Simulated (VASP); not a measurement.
A run of VASP 6.6.1 is set up as follows.

Contents of INCAR:

```
PREC = Accurate
ENCUT = 520
EDIFF = 1E-6
ISMEAR = 0
SIGMA = 0.15
LREAL = False
LASPH = True
NELM = 60
ALGO = Fast
ISIF = 2
LWAVE = False
LCHARG = False
GGA = PS
NBANDS = 14
```

Contents of KPOINTS:

```
Automatic mesh
0
Gamma
  16 16 16
```

POSCAR

```
TiAl
1.0
    3.2459210273      0.0000000000      0.0000000000
    0.0000000000      3.2459210273      0.0000000000
    0.0000000000      0.0000000000      2.8246004779
Ti Al
1 1
Direct
    0.0000000000      0.0000000000      0.0000000000
    0.5000000000      0.5000000000      0.5000000000
```

Potentials or basis: VASP PAW PBE potentials, release 64 (Ti_sv, Al).

Command:

```sh
$ cat potpaw_PBE.64/Ti_sv/POTCAR potpaw_PBE.64/Al/POTCAR > POTCAR
$ mpirun -np 1 vasp_std > vasp.out
```

(1) Predict the pressure.

(2) Predict the band gap on the k mesh.

Results:

(1) 7.9 GPa.

(2) zero (an odd number of electrons rules out a gap without spin polarisation).

Caveat: the cell stands under pressure; the PAW data sets were made with another functional, which shifts forces and pressure a little.
